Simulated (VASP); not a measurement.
Wanted: the native input for a VASP 6.6.1 run.

| Property | Result |
| --- | --- |
| Task | single point |
| Functional | PBE |
| Potentials or basis | VASP PAW PBE potentials, release 64 (Sn_d, O) |
| Cutoff | 520 eV |
| k mesh | 6 × 6 × 8 |
| Occupations | gaussian, width 0.02 eV |
| Spin | no spin polarisation |
| Dipole correction | no |
| Further INCAR settings | ALGO = Normal; EDIFF = 1e-07; NBANDS = 35 |

The structure of SnO2 lies in POSCAR:

```
SnO2
1.0
    4.7547824924      0.0000000000      0.0000000000
    0.0000000000      4.7547824924      0.0000000000
    0.0000000000      0.0000000000      3.2672956179
Sn O
2 4
Direct
    0.5000000000      0.5000000000      0.5000000000
    0.0000000000      0.0000000000      0.0000000000
    0.1934234767      0.8065765233      0.5000000000
    0.8065765233      0.1934234767      0.5000000000
    0.3065765233      0.3065765233      0.0000000000
    0.6934234767      0.6934234767      0.0000000000
```

This cell differs from its parent crystal: biaxial strain in the a-b plane: -1.5 %.

The input as run:

INCAR

```
ALGO     = Normal         # electronic algorithm
EDIFF    = 1E-7           # SCF threshold, eV
ENCUT    = 520            # plane-wave cutoff, eV
GGA      = PE             # functional
ISIF     = 2              # what is computed and relaxed
ISMEAR   = 0              # smearing method
LASPH    = T              # aspherical terms in the spheres
LCHARG   = T              # write CHGCAR
LELF     = T              # ELF
LREAL    = F              # projectors in reciprocal space
LVHAR    = T            
LWAVE    = F              # write WAVECAR
NBANDS   = 35             # bands
NELM     = 80             # most SCF steps
PREC     = Accurate       # precision mode
SIGMA    = 0.02           # smearing width, eV
```

KPOINTS

```
k-points
0
Gamma
  6 6 8
```

Potentials or basis: VASP PAW PBE potentials, release 64 (Sn_d, O).

Run with:

```sh
$ cat potpaw_PBE.64/Sn_d/POTCAR potpaw_PBE.64/O/POTCAR > POTCAR
$ mpirun -np 1 vasp_std > vasp.out
```

Results of the run:

The pressure is 3.9 GPa and the largest force is 0.016 eV/Å. The band gap on the k mesh is 0.82 eV, direct.

Caveat: the cell differs from its parent crystal (biaxial strain in the a-b plane: -1.5 %); spin-orbit coupling is left out, which moves the levels of the heavy elements.

It took 44 s on 1 thread of Intel(R) Xeon(R) 6975P-C (Granite Rapids) (shared host), peak memory 0.23 GiB.
